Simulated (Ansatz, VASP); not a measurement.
# Two plane-wave programs on Be3Cd2Te

```
Be Cd Te
1.0
    -2.63503    2.63503    4.47158
     2.63503   -2.63503    4.47158
     2.63503    2.63503   -4.47158
Be Cd Te
3 2 1
Direct
  0.76316 0.76316 0.00000
  0.23684 0.23684 0.00000
  0.00000 0.00000 0.00000
  0.75000 0.25000 0.50000
  0.25000 0.75000 0.50000
  0.50000 0.50000 0.00000
```

Alike in both runs: functional PBE; k mesh 4 × 4 × 4; occupations gaussian, width 0.1 eV; no spin polarisation.

Ansatz relaxed the structure, and its values are those at the end. VASP's run is a single point on that final structure, the one shown.

|  | VASP | Ansatz |
| --- | --- | --- |
| version | VASP 6.6.1 | Ansatz 0.2.0 |
| potentials or method | VASP PAW PBE potentials, release 64 (Be, Cd, Te), cutoff 600 eV | scalar-relativistic, plane waves, PAW |
| valence electrons in the cell | 36 | 62 |

VASP gave:

* gap on the k mesh at the Fermi level (eV): none
* pressure (GPa): 0.1
* rms of the force components (eV/Å): 0.004

Problem. Which values does Ansatz return?

Solution. gap on the k mesh at the Fermi level (eV): none; pressure (GPa): 0.0; rms of the force components (eV/Å): 0.002.

A gap of «none» marks a metal or a gap that the smearing closes. With one functional, cell and mesh, what is left measures potentials, basis and numerics. VASP's potentials hold 36 valence electrons a cell and Ansatz's 62, so a difference there can come from the potentials and not from the codes.

The k mesh is coarse, so the values compare programs but aren't converged. Spin-orbit coupling is off throughout.
